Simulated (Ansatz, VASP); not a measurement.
Two plane-wave programs on Cu

The input INCAR:

```
PREC = Accurate
ENCUT = 520
EDIFF = 1E-6
ISMEAR = -1
SIGMA = 0.1
LREAL = F
LASPH = T
NELM = 100
ALGO = Normal
ISIF = 2
LWAVE = F
LCHARG = F
GGA = PS
NBANDS = 30
```

The input KPOINTS:

```
Automatic mesh
0
Gamma
  16 16 5
```

File POSCAR:

```
Cu
1.0
    2.6173097454      0.0000000000      0.0000000000
   -1.3086548727      2.2666567291      0.0000000000
    0.0000000000      0.0000000000      8.5501460772
Cu
4
Direct
    1.0000000000      1.0000000000      0.0000000000
    1.0000000000      1.0000000000      0.5000000000
    0.3333333333      0.6666666667      0.2500000000
    0.6666666667      0.3333333333      0.7500000000
```

Input for Ansatz:

```yaml
crystal:
  lattice:
    - [2.6173097454, 0.0, 0.0]
    - [-1.3086548727, 2.2666567291, 0.0]
    - [0.0, 0.0, 8.5501460772]
  atoms:
    - { symbol: Cu, position: [1.0, 1.0, 0.0] }
    - { symbol: Cu, position: [1.0, 1.0, 0.5] }
    - { symbol: Cu, position: [0.3333333333, 0.6666666667, 0.25] }
    - { symbol: Cu, position: [0.6666666667, 0.3333333333, 0.75] }
hamiltonian:
  xc: pbesol
  pseudopotentials:
    kind: paw
    azcp:
      Cu: "pseudopotentials/Cu.paw.azcp"
basis:
  ecutwfc: 420
  fft_grid_basis: typed
kpoints:
  mp_grid: { grid: [16, 16, 5], shift: [0, 0, 0] }
magnetization:
  spin_polarized: false
scf:
  occupations: { method: fermi_dirac, width: 0.1 }
  lower_state_search: "off"
output:
  stress: true
```

Alike in both runs: task single point; functional PBEsol; k mesh 16 × 16 × 5; occupations fermi-dirac, width 0.1 eV; no spin polarisation.

```csv
,VASP,Ansatz
version,VASP 6.6.1,Ansatz 0.2.0
potentials or method,"VASP PAW PBE potentials, release 64 (Cu), cutoff 520 eV","plane waves (420 eV) with PAW, scalar-relativistic"
valence electrons in the cell,44,76
```

Ansatz gave:

| Item | Value |
| --- | --- |
| pressure (GPa) | -14.3 |

Question: What did VASP give for the same quantities?

Answer: Pressure (GPa): -13.3.

VASP's potentials were made for PBE, not for PBEsol, and Ansatz warns of the same on its side. VASP's potentials hold 44 valence electrons a cell and Ansatz's 76, so a difference there can come from the potentials and not from the codes.
